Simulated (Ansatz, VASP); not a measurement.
One calculation of CaO, two programs

```
Ca O
1.0
     2.34218    2.34218    0.00000
    -2.34218    2.34218    0.00000
     0.00000    2.34218    2.36001
Ca O
1 1
Direct
  0.00000 0.00000 0.00000
  0.50000 0.50000 0.00000
```

Change from the starting cell: film at in-plane strain -0.005.

Alike in both runs: task single point; functional LDA; k mesh 8 × 8 × 8; no spin polarisation.

|  | VASP | Ansatz |
| --- | --- | --- |
| version | VASP 6.6.1 | Ansatz 0.2.0 |
| potentials or method | VASP PAW LDA potentials, release 64 (Ca_sv, O), cutoff 520 eV | all-electron LAPW, scalar-relativistic |
| occupations | gaussian, width 0.01 eV | fixed |

Ansatz gave:

- gap on the k mesh at the Fermi level (eV): 3.42
- pressure (GPa): 1.0
- traceless stress, the component that is largest in VASP (GPa): -1.03

Task: Estimate VASP's values.

Result: gap on the k mesh at the Fermi level (eV): 3.40; pressure (GPa): 2.0; traceless stress, the component that is largest in VASP (GPa): -1.08.

LDA's correlation is that of Perdew and Zunger in VASP and of Perdew and Wang (1992) in Ansatz. Ansatz ran all-electron here, and VASP with PAW potentials.
